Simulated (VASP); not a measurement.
**Ga: single point with B3LYP**

The system is Ga.

```xyz
2
Lattice="1.4497 -4.0449 0.0000 1.4497 4.0449 0.0000 0.0000 0.0000 3.4747" Properties=species:S:1:pos:R:3 pbc="T T T"
Ga    1.4497    2.9152    2.6060
Ga    1.4497   -2.9152    0.8687
```

```
Program             : VASP 6.6.1
Task                : single point
Functional          : B3LYP
Potentials or basis : VASP PAW PBE potentials, release 64 (Ga_d)
Cutoff              : 520 eV
k mesh              : 5 × 5 × 4
Occupations         : fermi-dirac, width 0.05 eV
Spin                : no spin polarisation
```

```yaml
Pressure: -0.1 GPa
Band_gap_on_the_k_mesh: zero (bands 13 and 14 overlap by 7.23 eV)
```

Stress tensor (GPa, compression positive):
```
-0.10  0.00  0.00
 0.00 -0.24  0.00
 0.00  0.00 -0.08
```

Levels at points of the mesh, in eV from the Fermi level:
```tsv
k point	band 9	band 10	band 11	band 12	band 13	band 14	band 15	band 16	band 17	band 18
(0.00, 0.00, 0.00)	-17.18	-17.08	-11.74	-1.52	-1.51	2.03	6.18	9.35	10.88	11.02
(0.00, 0.00, 0.50)	-17.12	-17.12	-8.32	-8.32	2.52	2.52	3.83	3.83	11.47	11.47
```

Wall time 47 min on 1 thread of Intel(R) Xeon(R) Platinum 8259CL CPU @ 2.50GHz (Skylake/Cascade Lake), on a shared host, peak memory 0.19 GiB.

Caveat: the k points lie up to 0.46 Å⁻¹ apart, too coarse for converged energies and pressures of a metal; the PAW data sets were made with another functional, which shifts forces and pressure a little.
